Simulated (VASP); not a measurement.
Write the native input for VASP 6.6.1 that does the following.

- Task: single point
- Functional: PBE
- Potentials or basis: VASP PAW PBE potentials, release 64 (Sr_sv, Cl)
- Cutoff: 520 eV
- k mesh: 6 × 6 × 6
- Occupations: gaussian, width 0.05 eV
- Spin: no spin polarisation
- Dipole correction: no
- Further INCAR settings: ALGO = Normal; EDIFF = 1e-06; NBANDS = 19

The structure of SrCl2 lies in POSCAR:

```
SrCl2
1.0
    0.0000000000      3.5154505001      3.8089906169
    3.5154505001      0.0000000000      3.8089906169
    3.5154505001      3.5154505001      0.0000000000
Sr Cl
1 2
Direct
    0.0000000000      0.0000000000      0.0000000000
    0.2500000000      0.2500000000      0.2500000000
    0.7500000000      0.7500000000      0.7500000000
```

This cell differs from its parent crystal: volume 31.382 Å^3 an atom, c/a of the conventional cell 1.0835.

One way to write it, as run:

INCAR

```
SYSTEM = SrCl2
ALGO = Normal ; EDIFF = 1E-6
ENCUT = 520 ; GGA = PE
ISIF = 2 ; ISMEAR = 0
LASPH = .TRUE. ; LCHARG = .FALSE.
LREAL = .FALSE. ; LWAVE = .FALSE.
NBANDS = 19 ; NELM = 60
PREC = Accurate ; SIGMA = 0.05
```

KPOINTS

```
k-points
0
G
  6 6 6
  0 0 0
```

Potentials or basis: VASP PAW PBE potentials, release 64 (Sr_sv, Cl).

Run with:

```console
$ cat potpaw_PBE.64/Sr_sv/POTCAR potpaw_PBE.64/Cl/POTCAR > POTCAR
$ mpirun -np 1 vasp_std > vasp.out
```

It gave:

* Pressure: -2.1 GPa
* Band gap on the k mesh: 4.64 eV, indirect (least direct gap 4.92 eV)

Wall time 27 s on 1 thread of Intel(R) Xeon(R) 6975P-C (Granite Rapids), on a shared host, peak memory 0.25 GiB.
